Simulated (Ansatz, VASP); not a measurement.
## C in VASP and in Ansatz

File POSCAR:

```
C
1.0
    1.2159619696     -2.1479622876      0.0091232276
    1.2232502972      2.1521701653     -0.0413730204
   -0.0941886657     -0.0851463517      7.1476530721
C
4
Direct
    0.1034933285      0.9456230676      0.7488005552
    0.5908149738      0.4138432831      0.2394105085
    0.9242568809      0.0859987362      0.2421136921
    0.4285181549      0.5893271320      0.7486182121
```

The input INCAR.step1:

```
  PREC = Accurate
  ENCUT = 520
  ISMEAR = 0
  SIGMA = 0.1
  LREAL = False
  LASPH = True
  NELM = 100
  NBANDS = 16
  GGA = PE
  ALGO = Normal
  EDIFF = 1E-4
  LWAVE = True
  LCHARG = False
```

File INCAR.step2:

```
  PREC = Accurate
  ENCUT = 520
  EDIFF = 1E-6
  ISMEAR = 0
  SIGMA = 0.1
  LREAL = False
  LASPH = True
  NELM = 100
  ALGO = Normal
  ISIF = 2
  LWAVE = False
  LCHARG = False
  METAGGA = R2SCAN
  LMIXTAU = True
  NBANDS = 16
  ISTART = 1
```

KPOINTS

```
Automatic mesh
0
Gamma
  6 6 2
```

Input for Ansatz:

```yaml
crystal:
  lattice:
    - [1.2159619696, -2.1479622876, 0.0091232276]
    - [1.2232502972, 2.1521701653, -0.0413730204]
    - [-0.0941886657, -0.0851463517, 7.1476530721]
  atoms:
    - { symbol: C, position: [0.1034933285, 0.9456230676, 0.7488005552] }
    - { symbol: C, position: [0.5908149738, 0.4138432831, 0.2394105085] }
    - { symbol: C, position: [0.9242568809, 0.0859987362, 0.2421136921] }
    - { symbol: C, position: [0.4285181549, 0.589327132, 0.7486182121] }
basis:
  ecutwfc: 500
kpoints:
  mp_grid: { grid: [6, 6, 2] }
hamiltonian:
  xc: r2scan
scf:
  occupations: { method: gaussian, width: 0.1 }
output:
  forces: true
  stress: true
  eigenvalues: true
```

Change from the starting cell: kmesh displaced: [6, 6, 2] Gamma-centred.

Alike in both runs: task single point; functional r2SCAN; k mesh 6 × 6 × 2; occupations gaussian, width 0.1 eV; no spin polarisation.

|  | VASP | Ansatz |
| --- | --- | --- |
| version | VASP 6.6.1 | Ansatz 0.2.0 |
| potentials or method | VASP PAW PBE potentials, release 64 (C), cutoff 520 eV | scalar-relativistic, plane waves, PAW |
| valence electrons in the cell | 16 | 16 |

```csv
,VASP,Ansatz,Ansatz less VASP
gap on the k mesh at the Fermi level (eV),0.10,0.10,0.000
least direct gap on the mesh (eV),0.16,0.16,0.000
pressure (GPa),-0.2,-0.8,-0.62
"traceless stress, the component that is largest in VASP (GPa)",7.99,7.55,-0.430
rms of the force components (eV/Å),1.085,1.080,-0.0049
```

VASP's potentials were made for PBE, not for r2SCAN. Atom by atom the forces differ by 0.006 eV/Å (rms over components).

The k mesh is coarse, so the values compare programs but aren't converged.
